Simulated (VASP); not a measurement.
# HgTe (F-43m) in VASP: single point with PBEsol

Aim: the single point of HgTe with PBEsol.

Everything below comes from runs of VASP 6.6.1. Logs are shortened: lines on timing, memory, paths and dates and some standing lists are left out, and cuts for length are marked.

**1. The cell of the first run**

Symmetry: F-43m, No. 216, cubic system. Conventional cell: a = 6.429 Å, b = 6.429 Å, c = 6.429 Å, α = 90.00°, β = 90.00°, γ = 90.00°. Hg (site symmetry -43m) has 4 Te at 2.78 Å within 3.7 Å. Within 3.7 Å of Te (site symmetry -43m) lie 4 Hg at 2.78 Å.

**2. Single point, PBEsol**

Input file INCAR:

```
PREC = Accurate ; ENCUT = 500
EDIFF = 1E-6 ; ISMEAR = -1
SIGMA = 0.0272 ; LREAL = F
LASPH = T ; NELM = 120
ALGO = Normal ; ISIF = 2
LWAVE = F ; LCHARG = F
GGA = PS ; NBANDS = 16
GGA_COMPAT = F
```

Input file KPOINTS:

```
regular mesh
0
Gamma
  6 6 6
```

Input file POSCAR:

```
HgTe
1.0
    0.0000000000      3.2145000000      3.2145000000
    3.2145000000      0.0000000000      3.2145000000
    3.2145000000      3.2145000000      0.0000000000
Hg Te
1 1
Direct
    0.0000000000      0.0000000000      0.0000000000
    0.7500000000      0.7500000000      0.7500000000
```

Potentials or basis: VASP PAW PBE potentials, release 64 (Hg, Te).

Started as:

```bash
cat potpaw_PBE.64/Hg/POTCAR potpaw_PBE.64/Te/POTCAR > POTCAR
mpirun -np 1 vasp_std > vasp.out
```

OUTCAR:

```text
PREC = Accurate
   ENCUT = 500
   EDIFF = 1E-6
   ISMEAR = -1
   LREAL = F
   LASPH = T
   NELM = 120
   ISIF = 2
   GGA = PS

 ion  position               nearest neighbor table
   1  0.000  0.000  0.000-   2 2.78   2 2.78   2 2.78   2 2.78
   2  0.750  0.750  0.750-   1 2.78   1 2.78   1 2.78   1 2.78

  LATTYP: Found a face centered cubic cell.
 ALAT       =     6.4290000000

  Lattice vectors:

 A1 = (   0.0000000000,   3.2145000000,   3.2145000000)
 A2 = (   3.2145000000,   0.0000000000,   3.2145000000)
 A3 = (   3.2145000000,   3.2145000000,   0.0000000000)

Analysis of symmetry for initial positions (statically):
[... 5 lines left out ...]
 face centered cubic supercell.

 Subroutine GETGRP returns: Found 24 space group operations
 (whereof 24 operations were pure point group operations)
 out of a pool of 48 trial point group operations.

The static configuration has the point symmetry T_d .

Analysis of symmetry for dynamics (positions and initial velocities):
[... 5 lines left out ...]
 face centered cubic supercell.

 Subroutine GETGRP returns: Found 24 space group operations
 (whereof 24 operations were pure point group operations)
 out of a pool of 48 trial point group operations.

The dynamic configuration has the point symmetry T_d .

 Subroutine INISYM returns: Found 24 space group operations
 (whereof 24 operations are pure point group operations),
 and found     1 'primitive' translations

----------------------------------------------------------------------------------------

                                     Primitive cell

  volume of cell :      66.4309

  direct lattice vectors                    reciprocal lattice vectors
     0.000000000  3.214500000  3.214500000    -0.155545186  0.155545186  0.155545186
     3.214500000  0.000000000  3.214500000     0.155545186 -0.155545186  0.155545186
     3.214500000  3.214500000  0.000000000     0.155545186  0.155545186 -0.155545186

  length of vectors
     4.545989496  4.545989496  4.545989496     0.269412165  0.269412165  0.269412165

  position of ions in fractional coordinates (direct lattice)
     0.000000000  0.000000000  0.000000000
     0.750000000  0.750000000  0.750000000

  ion indices of the primitive-cell ions
   primitive index   ion index
                 1           1
                 2           2

----------------------------------------------------------------------------------------

 KPOINTS: regular mesh

Automatic generation of k-mesh.
 Grid dimensions read from file:
 generate k-points for:    6    6    6

 Generating k-lattice:

  Cartesian coordinates                     Fractional coordinates (reciprocal lattice)
    -0.025924198  0.025924198  0.025924198     0.166666667  0.000000000  0.000000000
     0.025924198 -0.025924198  0.025924198     0.000000000  0.166666667  0.000000000
     0.025924198  0.025924198 -0.025924198     0.000000000  0.000000000  0.166666667

  Length of vectors
     0.044902027  0.044902027  0.044902027

  Shift w.r.t. Gamma in fractional coordinates (k-lattice)
     0.000000000  0.000000000  0.000000000

 Subroutine IBZKPT returns following result:
 ===========================================

 Found     16 irreducible k-points:

 Following reciprocal coordinates:
            Coordinates               Weight
  0.000000  0.000000  0.000000      1.000000
  0.166667  0.000000  0.000000      8.000000
  0.333333  0.000000  0.000000      8.000000
  0.500000  0.000000  0.000000      4.000000
  0.166667  0.166667  0.000000      6.000000
  0.333333  0.166667  0.000000     24.000000
[... 8 lines left out ...]
 -0.333333  0.333333  0.166667     24.000000
 -0.333333  0.500000  0.166667     12.000000
   k-points           NKPTS =     16   k-points in BZ     NKDIM =     16   number of bands    NBANDS=     16
   number of dos      NEDOS =    301   number of ions     NIONS =      2
   total plane-waves  NPLWV =  46656
   dimension x,y,z NGX =    36 NGY =   36 NGZ =   36
   dimension x,y,z NGXF=    72 NGYF=   72 NGZF=   72
   ions per type =               1   1
   NGX,Y,Z   is equivalent  to a cutoff of  13.17, 13.17, 13.17 a.u.
   NGXF,Y,Z  is equivalent  to a cutoff of  26.33, 26.33, 26.33 a.u.
 SYSTEM =  unknown system
   PREC   = accura    normal or accurate (medium, high low for compatibility)
   ISTART =      0    job   : 0-new  1-cont  2-samecut
   ICHARG =      2    charge: 1-file 2-atom 10-const
   ISPIN  =      1    spin polarized calculation?
   LNONCOLLINEAR =      F non collinear calculations
   LSORBIT =      F    spin-orbit coupling
   LASPH  =      T    aspherical Exc in radial PAW
   ENCUT  =  500.0 eV  36.75 Ry    6.06 a.u.   8.29  8.29  8.29*2*pi/ulx,y,z
   NELM   =    120;   NELMIN=  2; NELMDL= -5     # of ELM steps
   EDIFF  = 0.1E-05   stopping-criterion for ELM
   LREAL  =      F    real-space projection
   EDIFFG = 0.1E-04   stopping-criterion for IOM
   NSW    =      0    number of steps for IOM
   IBRION =     -1    ionic relax: 0-MD 1-quasi-New 2-CG
   NFREE  =      0    steps in history (QN), initial steepest desc. (CG)
   ISIF   =      2    stress and relaxation
   ISYM   =      2    0-nonsym 1-usesym 2-fastsym
   POTIM  = 0.5000    time-step for ionic-motion
   TEBEG  =    0.0;   TEEND  =   0.0 temperature during run
   PSTRESS=    0.0 pullay stress
   NELECT =      18.0000    total number of electrons
   NUPDOWN=      -1.0000    fix difference up-down
   EMIN   =  10.00;   EMAX   =-10.00  energy-range for DOS
   EFERMI =   0.00;   METHOD = LEGACY
   ISMEAR =    -1;   SIGMA  =   0.03  broadening in eV -4-tet -1-fermi 0-gaus
   EFERMI_NEDOS =   21; number of points for ismear=-14 and -15
   IALGO  =     38    algorithm
   IMIX   =      4    mixing-type and parameters
     AMIX     =   0.40;   BMIX     =  1.00
     AMIX_MAG =   1.60;   BMIX_MAG =  1.00
  volume/ion in A,a.u.               =      33.22       224.15
  Fermi-wavevector in a.u.,A,eV,Ry     =   1.059357  2.001894 15.268958  1.122237
  Thomas-Fermi vector in A             =   2.194699
   LORBIT       =      0    0 simple, 1 ext, 2 COOP (PROOUT), +10 PAW based schemes
   GGA     = PS    functional components
   LHFCALC =     F    Hartree Fock is set to
   AEXX    =    0.0000 exact exchange contribution
   IVDW    =     0    specifies the selected vdW correction
   LEPSILON=     F    determine dielectric tensor
   LRPA    =     F    only Hartree local field effects (RPA)
 non-spin polarized calculation
  energy-cutoff  :      500.00
  volume of cell :       66.43
 maximum number of plane-waves:      1700
 NGX is ok and might be reduce to    36
   NGX = 17   NGY = 17   NGZ = 17

 number of electron      18.0000000 magnetization

 Free energy of the ion-electron system (eV)
  ---------------------------------------------------
  ext. energy  EPLUGINS =         0.00000000
  ---------------------------------------------------
  free energy    TOTEN  =        -4.34779289 eV

  energy without entropy =       -4.34731163  energy(sigma->0) =       -4.34755226

 E-fermi :   3.1518     XC(G=0):  -9.0096

 val. band max:        3.1329505236   @ k =   0.0000   0.0000   0.0000
 cond. band min:       3.7657141217   @ k =   0.5000   0.0000   0.0000
 fundamental gap:      0.6327635982
 Fermi energy:         3.1518085851

 k-point     1 :       0.0000    0.0000    0.0000
  band No.  band energies     occupation
      1      -9.0103      2.00000
      2      -4.3158      2.00000
      3      -4.3158      2.00000
      4      -4.3158      2.00000
      5      -3.7607      2.00000
      6      -3.7607      2.00000
[... 8 lines left out ...]
     15      12.6920      0.00000
     16      12.6920      0.00000

 k-point     2 :       0.1667    0.0000    0.0000
  band No.  band energies     occupation
      1      -8.8715      2.00000
      2      -4.2781      2.00000
      3      -4.2781      2.00000
      4      -4.2627      2.00000
      5      -3.7640      2.00000
      6      -3.7640      2.00000
[... 8 lines left out ...]
     15      11.6302      0.00000
     16      11.6302      0.00000

 k-point     3 :       0.3333    0.0000    0.0000
  band No.  band energies     occupation
      1      -8.5723      2.00000
      2      -4.2128      2.00000
      3      -4.2128      2.00000
      4      -3.9719      2.00000
      5      -3.7544      2.00000
      6      -3.7544      2.00000
[... 8 lines left out ...]
     15      11.9557      0.00000
     16      11.9557      0.00000

 k-point     4 :       0.5000    0.0000    0.0000
  band No.  band energies     occupation
      1      -8.4110      2.00000
      2      -4.1876      2.00000
      3      -4.1876      2.00000
      4      -3.7390      2.00000
      5      -3.7390      2.00000
      6      -3.4489      2.00000
[... 8 lines left out ...]
     15      13.1489      0.00000
     16      13.1489      0.00000

 k-point     5 :       0.1667    0.1667    0.0000
  band No.  band energies     occupation
      1      -8.8246      2.00000
      2      -4.2982      2.00000
      3      -4.2396      2.00000
      4      -4.2396      2.00000
      5      -3.7863      2.00000
      6      -3.7445      2.00000
[... 8 lines left out ...]
     15      11.5093      0.00000
     16      12.8263      0.00000

 k-point     6 :       0.3333    0.1667    0.0000
  band No.  band energies     occupation
      1      -8.5757      2.00000
      2      -4.2250      2.00000
      3      -4.1633      2.00000
      4      -4.0886      2.00000
      5      -3.7712      2.00000
      6      -3.7314      2.00000
[... 8 lines left out ...]
     15      12.4122      0.00000
     16      12.8138      0.00000

 k-point     7 :       0.5000    0.1667    0.0000
  band No.  band energies     occupation
      1      -8.3614      2.00000
      2      -4.1723      2.00000
      3      -4.1309      2.00000
      4      -3.8212      2.00000
      5      -3.7337      2.00000
      6      -3.4904      2.00000
[... 8 lines left out ...]
     15      12.7051      0.00000
     16      13.2815      0.00000

 k-point     8 :      -0.3333    0.1667    0.0000
  band No.  band energies     occupation
      1      -8.4159      2.00000
      2      -4.1680      2.00000
      3      -4.1607      2.00000
      4      -3.8184      2.00000
      5      -3.7695      2.00000
      6      -3.6533      2.00000
[... 8 lines left out ...]
     15      11.8895      0.00000
     16      13.1789      0.00000

 k-point     9 :      -0.1667    0.1667    0.0000
  band No.  band energies     occupation
      1      -8.6767      2.00000
      2      -4.2341      2.00000
      3      -4.2139      2.00000
      4      -4.1495      2.00000
      5      -3.7838      2.00000
      6      -3.7392      2.00000
[... 8 lines left out ...]
     15      11.9707      0.00000
     16      12.2128      0.00000

 k-point    10 :       0.3333    0.3333    0.0000
  band No.  band energies     occupation
      1      -8.4202      2.00000
      2      -4.1939      2.00000
      3      -4.0626      2.00000
      4      -4.0626      2.00000
      5      -3.7234      2.00000
      6      -3.7116      2.00000
[... 8 lines left out ...]
     15      13.1753      0.00000
     16      14.6887      0.00000

 k-point    11 :       0.5000    0.3333    0.0000
  band No.  band energies     occupation
      1      -8.2562      2.00000
      2      -4.1361      2.00000
      3      -4.0144      2.00000
      4      -3.9523      2.00000
      5      -3.7141      2.00000
      6      -3.4212      2.00000
[... 8 lines left out ...]
     15      13.5415      0.00000
     16      14.4847      0.00000

 k-point    12 :      -0.3333    0.3333    0.0000
  band No.  band energies     occupation
      1      -8.2556      2.00000
      2      -4.1325      2.00000
      3      -4.0599      2.00000
      4      -3.8259      2.00000
      5      -3.7530      2.00000
      6      -3.3172      2.00000
[... 8 lines left out ...]
     15      12.1359      0.00000
     16      14.8469      0.00000

 k-point    13 :       0.5000    0.5000    0.0000
  band No.  band energies     occupation
      1      -8.2002      2.00000
      2      -4.1486      2.00000
      3      -3.9579      2.00000
      4      -3.9579      2.00000
      5      -3.6951      2.00000
      6      -3.2935      2.00000
[... 8 lines left out ...]
     15      13.4194      0.00000
     16      14.5672      0.00000

 k-point    14 :       0.5000    0.3333    0.1667
  band No.  band energies     occupation
      1      -8.3650      2.00000
      2      -4.1428      2.00000
      3      -4.1104      2.00000
      4      -3.9316      2.00000
      5      -3.7365      2.00000
      6      -3.6210      2.00000
[... 8 lines left out ...]
     15      13.3405      0.00000
     16      14.1424      0.00000

 k-point    15 :      -0.3333    0.3333    0.1667
  band No.  band energies     occupation
      1      -8.2556      2.00000
      2      -4.1165      2.00000
      3      -4.0760      2.00000
      4      -3.8150      2.00000
      5      -3.7743      2.00000
      6      -3.2892      2.00000
[... 8 lines left out ...]
     15      13.4180      0.00000
     16      14.1521      0.00000

 k-point    16 :      -0.3333    0.5000    0.1667
  band No.  band energies     occupation
      1      -8.2013      2.00000
      2      -4.1001      2.00000
      3      -4.0170      2.00000
      4      -3.8910      2.00000
      5      -3.7441      2.00000
      6      -3.1577      2.00000
[... 8 lines left out ...]
     15      14.0322      0.00000
     16      14.3042      0.00000

------------------------ aborting loop because EDIFF is reached ----------------------------------------

  FORCE on cell =-STRESS in cart. coord.  units (eV):
  Direction    XX          YY          ZZ          XY          YZ          ZX
  --------------------------------------------------------------------------------------
  -------------------------------------------------------------------------------------
  Total        0.8029281      0.8029281      0.8029281      0.0000000      0.0000000     -0.0000000
  in kB       19.3649753     19.3649753     19.3649753      0.0000000      0.0000000     -0.0000000
  external PRESSURE =      19.3649753 kB  Pullay stress =       0.0000000 kB

 VOLUME and BASIS-vectors are now :
 -----------------------------------------------------------------------------
  energy-cutoff  :      500.00
  volume of cell :       66.43
      direct lattice vectors                 reciprocal lattice vectors
     0.000000000  3.214500000  3.214500000    -0.155545186  0.155545186  0.155545186
     3.214500000  0.000000000  3.214500000     0.155545186 -0.155545186  0.155545186
     3.214500000  3.214500000  0.000000000     0.155545186  0.155545186 -0.155545186

 POSITION                                       TOTAL-FORCE (eV/Angst)
 -----------------------------------------------------------------------------------
      0.00000      0.00000      0.00000        -0.000000     -0.000000     -0.000000
      4.82175      4.82175      4.82175         0.000000      0.000000      0.000000
 -----------------------------------------------------------------------------------
    total drift:                               -0.000000     -0.000000      0.000000

  FREE ENERGIE OF THE ION-ELECTRON SYSTEM (eV)
  ---------------------------------------------------
  free  energy   TOTEN  =        -4.3477928937 eV

  energy  without entropy=       -4.3473116334  energy(sigma->0) =       -4.34755226
```

Run time: 29 s. Hardware: 1 thread of AMD EPYC 7R13, shared host; peak memory 0.18 GiB.

What came out:

```yaml
Free_energy: -4.3478 eV
Pressure: 1.9 GPa
Band_gap_on_the_k_mesh: zero (filled and empty bands touch)
```

Caveat: the PAW data sets were made with another functional, which shifts forces and pressure a little; spin-orbit coupling is left out, which moves the levels of the heavy elements.
